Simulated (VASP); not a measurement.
Wanted: the native input for a VASP 6.6.1 run.

* Task: single point
* Functional: PBE
* Potentials or basis: VASP PAW PBE potentials, release 64 (Rb_sv, Li_sv, Rh_pv)
* Cutoff: 520 eV
* k mesh: 4 × 4 × 4
* Occupations: gaussian, width 0.1 eV
* Spin: no spin polarisation
* Dipole correction: no
* Further INCAR settings: ALGO = Normal; EDIFF = 1e-06; NBANDS = 24

The structure of RbLi3Rh lies in POSCAR:

```
RbLi3Rh
1.0
    4.5995815700      0.0000000000      0.0000000000
    0.0000000000      4.5995815700      0.0000000000
    0.0000000000      0.0000000000      4.5995815700
Rb Li Rh
1 3 1
Direct
    0.0000000000      0.0000000000      0.0000000000
    0.5000000000      0.0000000000      0.0000000000
    0.0000000000      0.5000000000      0.0000000000
    0.0000000000      0.0000000000      0.5000000000
    0.5000000000      0.5000000000      0.5000000000
```

The input as run:

INCAR

```
SYSTEM = RbLi3Rh
PREC     = Accurate       ! precision mode
ENCUT    = 520            ! plane-wave cutoff, eV
EDIFF    = 1E-6           ! SCF threshold, eV
ISMEAR   = 0              ! smearing method
SIGMA    = 0.1            ! smearing width, eV
LREAL    = .FALSE.        ! projectors in reciprocal space
LASPH    = .TRUE.         ! aspherical terms in the spheres
NELM     = 60             ! most SCF steps
ALGO     = Normal         ! electronic algorithm
ISIF     = 2              ! what is computed and relaxed
LWAVE    = .FALSE.        ! write WAVECAR
LCHARG   = .TRUE.         ! write CHGCAR
GGA      = PE             ! functional
LELF     = .TRUE.         ! ELF
LVHAR    = .TRUE.       
NBANDS   = 24             ! bands
```

KPOINTS

```
regular mesh
0
G
  4 4 4
  0 0 0
```

Potentials or basis: VASP PAW PBE potentials, release 64 (Rb_sv, Li_sv, Rh_pv).

Launch:

```console
$ cat potpaw_PBE.64/Rb_sv/POTCAR potpaw_PBE.64/Li_sv/POTCAR potpaw_PBE.64/Rh_pv/POTCAR > POTCAR
$ mpirun -np 1 vasp_std > vasp.out
```

Wall time 10 s on 1 thread of Intel(R) Xeon(R) 6975P-C (Granite Rapids), with other jobs on the host, peak memory 0.21 GiB.
